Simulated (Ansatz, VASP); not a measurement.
## Ir12O in VASP and in Ansatz

```xyz
13
Lattice="5.4309 0.0000 0.0000 0.0000 5.4309 0.0000 0.0000 0.0000 21.0014" Properties=species:S:1:pos:R:3 pbc="T T T"
Ir    1.3577    1.3577    4.0000
Ir    1.3577    4.0732    4.0000
Ir    4.0732    1.3577    4.0000
Ir    4.0732    4.0732    4.0000
Ir    0.0000    0.0000    5.8506
Ir    0.0000    2.7155    5.8506
Ir    2.7155    0.0000    5.8506
Ir    2.7155    2.7155    5.8506
Ir    1.3577    1.3577    7.7014
Ir    1.3577    4.0732    7.7014
Ir    4.0732    1.3577    7.7014
Ir    4.0732    4.0732    7.7014
O     1.8103    2.7155   11.0014
```

Alike in both runs: task single point; functional PBE; dispersion D3(BJ); k mesh 5 × 5 × 1; occupations gaussian, width 0.1 eV; no spin polarisation.

|  | VASP | Ansatz |
| --- | --- | --- |
| version | VASP 6.6.1 | Ansatz 0.2.0 |
| potentials or method | VASP PAW PBE potentials, release 64 (Ir, O), cutoff 520 eV | scalar-relativistic, plane waves, PAW |
| valence electrons in the cell | 114 | 210 |

VASP gave:

| Item | Value |
| --- | --- |
| gap on the k mesh at the Fermi level (eV) | none |
| rms of the force components (eV/Å) | 0.238 |
| work function, face that differs most (eV) | 8.16 |

Question: Which values does Ansatz return?

Answer: gap on the k mesh at the Fermi level (eV): none; rms of the force components (eV/Å): 0.233; work function, face that differs most (eV): 8.16.

Atom by atom the forces differ by 0.024 eV/Å (rms over components). A gap of «none» marks a metal or a gap that the smearing closes. VASP's potentials hold 114 valence electrons a cell and Ansatz's 210, so a difference there can come from the potentials and not from the codes.

Neither program's run includes spin-orbit coupling.
